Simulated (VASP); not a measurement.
Here is a VASP 6.6.1 calculation.

The input INCAR:

```
ALGO = Normal ; EDIFF = 1E-6
ENCUT = 520 ; GGA = PE
ISIF = 2 ; ISMEAR = 0
LASPH = T ; LCHARG = F
LREAL = F ; LWAVE = F
NBANDS = 17 ; NELM = 60
PREC = Accurate ; SIGMA = 0.01
```

KPOINTS

```
k-points
0
Gamma
  4 4 4
```

POSCAR

```
TePb
1.0
    0.0000000000      3.2678373030      3.2678373030
    3.2678373030      0.0000000000      3.2678373030
    3.2678373030      3.2678373030      0.0000000000
Pb Te
1 1
Direct
    0.0000000000      0.0000000000      0.0000000000
    0.5000000000      0.5000000000      0.5000000000
```

Potentials or basis: VASP PAW PBE potentials, release 64 (Pb_d, Te).

Command:

```console
$ cat potpaw_PBE.64/Pb_d/POTCAR potpaw_PBE.64/Te/POTCAR > POTCAR
$ mpirun -np 1 vasp_std > vasp.out
```

Q: What does it give for the pressure?

A: 0.6 GPa.

Q: Estimate the band gap on the k mesh.

A: 0.80 eV, direct.

Caveat: spin-orbit coupling is left out, which moves the levels of the heavy elements. A k mesh can miss the band edges.
